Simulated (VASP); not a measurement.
A run of VASP 6.6.1 is set up as follows.

Contents of INCAR:

```
SYSTEM = TiO2
ALGO = Normal
EDIFF = 1E-6
ENCUT = 520
GGA = PE
ISIF = 2
ISMEAR = 0
LASPH = .TRUE.
LCHARG = .TRUE.
LELF = .TRUE.
LREAL = .FALSE.
LVHAR = .TRUE.
LWAVE = .FALSE.
NBANDS = 33
NELM = 80
PREC = Accurate
SIGMA = 0.05
```

Contents of KPOINTS:

```
k-points
0
G
  8 8 10
  0 0 0
```

POSCAR

```
TiO2
1.0
    4.2542558086      0.0000000000      0.0000000000
    0.0000000000      4.2542558086      0.0000000000
    0.0000000000      0.0000000000      3.5305633549
Ti O
2 4
Direct
    0.0000000000      0.0000000000      0.0000000000
    0.5000000000      0.5000000000      0.5000000000
    0.3051105247      0.3051105247      0.0000000000
    0.1948894753      0.8051105247      0.5000000000
    0.6948894753      0.6948894753      0.0000000000
    0.8051105247      0.1948894753      0.5000000000
```

Potentials or basis: VASP PAW PBE potentials, release 64 (Ti_sv, O).

Command:

```sh
$ cat potpaw_PBE.64/Ti_sv/POTCAR potpaw_PBE.64/O/POTCAR > POTCAR
$ mpirun -np 1 vasp_std > vasp.out
```

(1) What does it give for the largest force?

(2) Predict the band gap on the k mesh.

(3) Predict the pressure.

Answers

(1) 0.370 eV/Å.

(2) 1.65 eV (least direct gap 1.66 eV).

(3) -0.2 GPa.

Caveat: the stress differs along the axes, from -33 to 16 GPa.
